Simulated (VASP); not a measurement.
# Si12O23 (a cell with a defect) in VASP: single point with PBE

Aim: the single point of Si12O23 (a cell with a defect) with PBE.

Everything below comes from runs of VASP 6.6.1. Logs are shortened: lines on timing, memory, paths and dates and some standing lists are left out, and cuts for length are marked.

## (1) The cell of the first run

The cell holds a defect, 35 atoms: a = 7.318 Å, b = 7.318 Å, c = 9.842 Å, α = 70.35°, β = 70.35°, γ = 71.23°.

## (2) Single point, PBE

Contents of INCAR:

```
SYSTEM = Si12O23
ALGO = Normal
EDIFF = 1E-7
ENCUT = 520
GGA = PE
ISIF = 2
ISMEAR = -1
LASPH = .True.
LCHARG = .False.
LREAL = Auto
LWAVE = .False.
NBANDS = 116
NELM = 80
PREC = Accurate
SIGMA = 0.02
```

Contents of KPOINTS:

```
k-points
0
Gamma
  2 2 2
  0 0 0
```

Contents of POSCAR:

```
Si12O23
1.0
   -2.4605000000      4.2617110000      5.4163000000
    4.9210000000      0.0000000000      5.4163000000
    4.9210000000      8.5234220000      0.0000000000
Si O
12 23
Direct
    0.1549627153      0.6638224932      0.9140625827
    0.3619609376      0.8348465209      0.0566758443
    0.2560443575      0.2485850820      0.1386662921
    0.2012260741      0.6536819941      0.3961385329
    0.3178563852      0.8471692259      0.5771394838
    0.2450717727      0.2571823660      0.6366904819
    0.6867701556      0.1541220447      0.1561128116
    0.8246466214      0.3365518975      0.3303473629
    0.7528608873      0.7454087342      0.3932745892
    0.6693891218      0.1536923117      0.6638669466
    0.8111706855      0.3520013482      0.8254481321
    0.7101601352      0.7565514535      0.9102582734
    0.2559436729      0.4373608811      0.9933655591
    0.2678661490      0.0577132338      0.0846362021
    0.7502553097      0.3155267578      0.1998375527
    0.4461084367      0.2032982747      0.2034632974
    0.0659959216      0.2949262261      0.2769825870
    0.7737967671      0.1733335947      0.9776856027
    0.2958241270      0.4303630914      0.4847225061
    0.2163448201      0.0735921987      0.5943047226
    0.7228440166      0.3258460039      0.7039651849
    0.4291528893      0.1836517759      0.7132814961
    0.0481351127      0.3401081861      0.7572889318
    0.7601711209      0.1717470964      0.4857348380
    0.7722676894      0.9272363514      0.2427829233
    0.7236897194      0.5602494656      0.3527326215
    0.2472646538      0.8215670999      0.4460663115
    0.9599853042      0.6815819750      0.4419140537
    0.5622152828      0.8079701371      0.5282083703
    0.3092950649      0.6736259427      0.2192379453
    0.7597700522      0.9325618060      0.7567889271
    0.6990290064      0.5667057286      0.8624233582
    0.2309687272      0.8205306544      0.9553084449
    0.9108335334      0.6962511574      0.9725307564
    0.2383013737      0.6914368897      0.7338481738
```

Potentials or basis: VASP PAW PBE potentials, release 64 (Si, O).

Launch:

```bash
cat potpaw_PBE.64/Si/POTCAR potpaw_PBE.64/O/POTCAR > POTCAR
mpirun -np 1 vasp_std > vasp.out
```

OUTCAR:

```text
SYSTEM = Si12O23
   EDIFF = 1E-7
   ENCUT = 520
   GGA = PE
   ISIF = 2
   ISMEAR = -1
   LASPH = .True.
   LREAL = Auto
   NELM = 80
   PREC = Accurate

 ion  position               nearest neighbor table
   1  0.155  0.664  0.914-  13 1.62  33 1.63  35 1.63  34 1.65   5 3.10   2 3.11  12 3.11   3 3.13

   2  0.362  0.835  0.057-  14 1.63  33 1.64  30 1.65  12 2.46   1 3.11   4 3.11
   3  0.256  0.249  0.139-  16 1.62  13 1.62  14 1.62  17 1.62   7 3.05   8 3.07   1 3.13
   4  0.201  0.654  0.396-  19 1.62  27 1.63  30 1.63  28 1.63   5 3.07   6 3.07   2 3.11   9 3.14

   5  0.318  0.847  0.577-  20 1.62  27 1.62  35 1.63  29 1.64   4 3.07   9 3.08   6 3.09   1 3.10

   6  0.245  0.257  0.637-  22 1.62  23 1.62  19 1.62  20 1.63  10 3.03   4 3.07  11 3.08   5 3.09

   7  0.687  0.154  0.156-  16 1.61  25 1.62  15 1.62  18 1.63  11 3.03   8 3.05   3 3.05   9 3.12

   8  0.825  0.337  0.330-  17 1.62  15 1.62  26 1.62  24 1.63   7 3.05  10 3.06   3 3.07   9 3.10

   9  0.753  0.745  0.393-  28 1.62  25 1.62  26 1.63  29 1.63   5 3.08   8 3.10   7 3.12   4 3.14

  10  0.669  0.154  0.664-  31 1.62  22 1.62  24 1.63  21 1.63   6 3.03  11 3.06   8 3.06  12 3.10

  11  0.811  0.352  0.825-  23 1.62  32 1.62  21 1.62  18 1.63   7 3.03  10 3.06   6 3.08  12 3.14

  12  0.710  0.757  0.910-  31 1.64  32 1.64  34 1.65   2 2.46  10 3.10   1 3.11  11 3.14
  13  0.256  0.437  0.993-   3 1.62   1 1.62
  14  0.268  0.058  0.085-   3 1.62   2 1.63
  15  0.750  0.316  0.200-   7 1.62   8 1.62
  16  0.446  0.203  0.203-   7 1.61   3 1.62
  17  0.066  0.295  0.277-   8 1.62   3 1.62
  18  0.774  0.173  0.978-   7 1.63  11 1.63
[... 15 lines left out ...]
  34  0.911  0.696  0.973-   1 1.65  12 1.65
  35  0.238  0.691  0.734-   5 1.63   1 1.63

  LATTYP: Found a base centered monoclinic cell.
 ALAT       =    11.8979604831
 B/A-ratio  =     0.7163767295
 C/A-ratio  =     0.8272005940
 COS(beta)  =    -0.4136002970

  Lattice vectors:

 A1 = (   2.4605000000,  -4.2617110000,  -5.4163000000)
 A2 = (  -4.9210000000,   0.0000000000,  -5.4163000000)
 A3 = (   4.9210000000,   8.5234220000,   0.0000000000)

Analysis of symmetry for initial positions (statically):
=====================================================================
 Subroutine PRICEL returns:
 Original cell was already a primitive cell.

 Routine SETGRP: Setting up the symmetry group for a
 base centered monoclinic supercell.

 Subroutine GETGRP returns: Found  1 space group operations
 (whereof  1 operations were pure point group operations)
 out of a pool of  4 trial point group operations.

The static configuration has the point symmetry C_1 .

Analysis of symmetry for dynamics (positions and initial velocities):
=====================================================================
 Subroutine PRICEL returns:
 Original cell was already a primitive cell.

 Routine SETGRP: Setting up the symmetry group for a
 base centered monoclinic supercell.

 Subroutine GETGRP returns: Found  1 space group operations
 (whereof  1 operations were pure point group operations)
 out of a pool of  4 trial point group operations.

The dynamic configuration has the point symmetry C_1 .

 Subroutine INISYM returns: Found  1 space group operations
 (whereof  1 operations are pure point group operations),
 and found     1 'primitive' translations

----------------------------------------------------------------------------------------

                                     Primitive cell

  volume of cell :     454.3600

  direct lattice vectors                    reciprocal lattice vectors
    -2.460500000  4.261711000  5.416300000    -0.101605365  0.058661885  0.092313941
     4.921000000  0.000000000  5.416300000     0.101605365 -0.058661885  0.092313941
     4.921000000  8.523422000  0.000000000     0.050802682  0.087992827 -0.046156971

  length of vectors
     7.317960548  7.317960555  9.841999979     0.149287409  0.149287409  0.111598011

  position of ions in fractional coordinates (direct lattice)
     0.154962715  0.663822493  0.914062583
     0.361960938  0.834846521  0.056675844
     0.256044358  0.248585082  0.138666292
     0.201226074  0.653681994  0.396138533
     0.317856385  0.847169226  0.577139484
     0.245071773  0.257182366  0.636690482
[... 27 lines left out ...]
     0.910833533  0.696251157  0.972530756
     0.238301374  0.691436890  0.733848174

  ion indices of the primitive-cell ions
   primitive index   ion index
                 1           1
                 2           2
                 3           3
                 4           4
                 5           5
                 6           6
[... 27 lines left out ...]
                34          34
                35          35

----------------------------------------------------------------------------------------

 KPOINTS: k-points

Automatic generation of k-mesh.
 Grid dimensions read from file:
 generate k-points for:    2    2    2

 Generating k-lattice:

  Cartesian coordinates                     Fractional coordinates (reciprocal lattice)
    -0.050802682  0.029330942  0.046156971     0.500000000  0.000000000  0.000000000
     0.050802682 -0.029330942  0.046156971     0.000000000  0.500000000  0.000000000
     0.025401341  0.043996414 -0.023078485     0.000000000 -0.000000000  0.500000000

  Length of vectors
     0.074643705  0.074643705  0.055799006

  Shift w.r.t. Gamma in fractional coordinates (k-lattice)
     0.000000000  0.000000000  0.000000000

 Subroutine IBZKPT returns following result:
 ===========================================

 Found      8 irreducible k-points:

 Following reciprocal coordinates:
            Coordinates               Weight
  0.000000  0.000000  0.000000      1.000000
  0.500000  0.000000  0.000000      1.000000
  0.000000  0.500000  0.000000      1.000000
  0.500000  0.500000  0.000000      1.000000
 -0.000000 -0.000000  0.500000      1.000000
  0.500000 -0.000000  0.500000      1.000000
  0.000000  0.500000  0.500000      1.000000
  0.500000  0.500000  0.500000      1.000000
   k-points           NKPTS =      8   k-points in BZ     NKDIM =      8   number of bands    NBANDS=    116
   number of dos      NEDOS =    301   number of ions     NIONS =     35
   total plane-waves  NPLWV = 233280
   dimension x,y,z NGX =    54 NGY =   54 NGZ =   80
   dimension x,y,z NGXF=   108 NGYF=  108 NGZF=  160
   ions per type =              12  23
   NGX,Y,Z   is equivalent  to a cutoff of  12.27, 12.27, 13.51 a.u.
   NGXF,Y,Z  is equivalent  to a cutoff of  24.53, 24.53, 27.03 a.u.
 SYSTEM =  Si12O23
   PREC   = accura    normal or accurate (medium, high low for compatibility)
   ISTART =      0    job   : 0-new  1-cont  2-samecut
   ICHARG =      2    charge: 1-file 2-atom 10-const
   ISPIN  =      1    spin polarized calculation?
   LNONCOLLINEAR =      F non collinear calculations
   LSORBIT =      F    spin-orbit coupling
   LASPH  =      T    aspherical Exc in radial PAW
   ENCUT  =  520.0 eV  38.22 Ry    6.18 a.u.  13.61 13.61 18.30*2*pi/ulx,y,z
   NELM   =     80;   NELMIN=  2; NELMDL= -5     # of ELM steps
   EDIFF  = 0.1E-06   stopping-criterion for ELM
   LREAL  =      T    real-space projection
   EDIFFG = 0.1E-05   stopping-criterion for IOM
   NSW    =      0    number of steps for IOM
   IBRION =     -1    ionic relax: 0-MD 1-quasi-New 2-CG
   NFREE  =      0    steps in history (QN), initial steepest desc. (CG)
   ISIF   =      2    stress and relaxation
   ISYM   =      2    0-nonsym 1-usesym 2-fastsym
   POTIM  = 0.5000    time-step for ionic-motion
   TEBEG  =    0.0;   TEEND  =   0.0 temperature during run
   PSTRESS=    0.0 pullay stress
   NELECT =     186.0000    total number of electrons
   NUPDOWN=      -1.0000    fix difference up-down
   EMIN   =  10.00;   EMAX   =-10.00  energy-range for DOS
   EFERMI =   0.00;   METHOD = LEGACY
   ISMEAR =    -1;   SIGMA  =   0.02  broadening in eV -4-tet -1-fermi 0-gaus
   EFERMI_NEDOS =   21; number of points for ismear=-14 and -15
   IALGO  =     38    algorithm
   IMIX   =      4    mixing-type and parameters
     AMIX     =   0.40;   BMIX     =  1.00
     AMIX_MAG =   1.60;   BMIX_MAG =  1.00
  volume/ion in A,a.u.               =      12.98        87.60
  Fermi-wavevector in a.u.,A,eV,Ry     =   1.215568  2.297090 20.104032  1.477605
  Thomas-Fermi vector in A             =   2.350950
   LORBIT       =      0    0 simple, 1 ext, 2 COOP (PROOUT), +10 PAW based schemes
   GGA     = PE    functional components
   LHFCALC =     F    Hartree Fock is set to
   AEXX    =    0.0000 exact exchange contribution
   IVDW    =     0    specifies the selected vdW correction
   LEPSILON=     F    determine dielectric tensor
   LRPA    =     F    only Hartree local field effects (RPA)
 non-spin polarized calculation
  energy-cutoff  :      520.00
  volume of cell :      454.36
 maximum number of plane-waves:     12292
   NGX = 27   NGY = 27   NGZ = 37

 number of electron     185.9999995 magnetization

 Free energy of the ion-electron system (eV)
  ---------------------------------------------------
  ext. energy  EPLUGINS =         0.00000000
  ---------------------------------------------------
  free energy    TOTEN  =      -274.25903210 eV

  energy without entropy =     -274.25903210  energy(sigma->0) =     -274.25903210

 E-fermi :   1.9347     XC(G=0):  -9.1239

 val. band max:        1.4067968367   @ k =   0.5000   0.5000   0.0000
 cond. band min:       7.0508258865   @ k =   0.0000   0.0000   0.0000
 fundamental gap:      5.6440290499
 Fermi energy:         1.9346877722

 k-point     1 :       0.0000    0.0000    0.0000
  band No.  band energies     occupation
      1     -18.2798      2.00000
      2     -17.8236      2.00000
      3     -17.7664      2.00000
      4     -17.6117      2.00000
      5     -17.3952      2.00000
      6     -17.2725      2.00000
[... 97 lines left out ...]
    104      10.2865      0.00000
    105      10.3978      0.00000

 k-point     2 :       0.5000    0.0000    0.0000
  band No.  band energies     occupation
      1     -18.0647      2.00000
      2     -17.9655      2.00000
      3     -17.7778      2.00000
      4     -17.6930      2.00000
      5     -17.3630      2.00000
      6     -17.3307      2.00000
[... 745 lines left out ...]
    104      10.2061      0.00000
    105      10.2678      0.00000
 [bands above 105 left out]

------------------------ aborting loop because EDIFF is reached ----------------------------------------

  FORCE on cell =-STRESS in cart. coord.  units (eV):
  Direction    XX          YY          ZZ          XY          YZ          ZX
  --------------------------------------------------------------------------------------
  -------------------------------------------------------------------------------------
  Total        0.9487432      7.5241461      4.0629039     -1.5222374      1.2438088      4.2960829
  in kB        3.3454857     26.5318627     14.3267299     -5.3677578      4.3859547     15.1489724
  external PRESSURE =      14.7346928 kB  Pullay stress =       0.0000000 kB

 VOLUME and BASIS-vectors are now :
 -----------------------------------------------------------------------------
  energy-cutoff  :      520.00
  volume of cell :      454.36
      direct lattice vectors                 reciprocal lattice vectors
    -2.460500000  4.261711000  5.416300000    -0.101605365  0.058661885  0.092313941
     4.921000000  0.000000000  5.416300000     0.101605365 -0.058661885  0.092313941
     4.921000000  8.523422000  0.000000000     0.050802682  0.087992827 -0.046156971

 POSITION                                       TOTAL-FORCE (eV/Angst)
 -----------------------------------------------------------------------------------
      7.38349      8.45135      4.43479        -0.009023     -0.026172     -0.007675
      3.49658      2.02565      6.48227        -0.048177     -0.016005      0.019378
      1.27567      2.27310      2.73322        -0.004419     -0.002768      0.012527
      4.67105      4.23402      4.63044        -0.028779      0.011593     -0.004673
      6.22694      6.27382      6.31013         0.010902      0.001409     -0.014284
      3.79575      6.47121      2.72036         0.008947      0.003625     -0.000903
[... 27 lines left out ...]
      5.97097     12.17100      8.70445        -0.014963      0.011859      0.002311
      6.42749      7.27047      5.03574         0.001420     -0.002428      0.009165
 -----------------------------------------------------------------------------------
    total drift:                                0.010033     -0.004596     -0.016653

  FREE ENERGIE OF THE ION-ELECTRON SYSTEM (eV)
  ---------------------------------------------------
  free  energy   TOTEN  =      -274.2590320953 eV

  energy  without entropy=     -274.2590320953  energy(sigma->0) =     -274.25903210
```

Wall time 33 min (1 thread of Intel Xeon 8259CL, shared host); peak memory 0.64 GiB.

What came out:

* Free energy: -274.2590 eV
* Pressure: 1.5 GPa
* Largest force: 0.058 eV/Å
* Band gap on the k mesh: 5.64 eV

Forces in eV/Å, atoms in the order of the input:
```
Si  -0.009 -0.026 -0.008
Si  -0.048 -0.016  0.019
Si  -0.004 -0.003  0.013
Si  -0.029  0.012 -0.005
Si   0.011  0.001 -0.014
Si   0.009  0.004 -0.001
Si  -0.015  0.009 -0.024
Si   0.034  0.005 -0.004
Si   0.008  0.019 -0.004
Si  -0.022  0.001 -0.003
Si   0.024 -0.036  0.039
Si   0.020  0.024 -0.020
O    0.013  0.013 -0.013
O    0.020  0.013  0.014
O   -0.030  0.001 -0.001
O   -0.016 -0.014  0.001
O   -0.011 -0.024  0.003
O    0.010  0.005 -0.005
O    0.012  0.015 -0.013
O    0.015  0.014  0.014
O    0.003  0.009 -0.002
O   -0.019  0.006  0.000
O   -0.014 -0.008 -0.004
O    0.010 -0.002 -0.003
O    0.017  0.003  0.006
O   -0.012  0.006  0.013
O   -0.012 -0.014 -0.013
O   -0.004 -0.019  0.024
O    0.001 -0.007 -0.006
O    0.017 -0.010  0.008
O    0.020 -0.010 -0.007
O    0.021  0.015 -0.009
O   -0.007  0.003 -0.004
O   -0.015  0.012  0.002
O    0.001 -0.002  0.009
```

Caveat: the k points lie up to 0.47 Å⁻¹ apart.
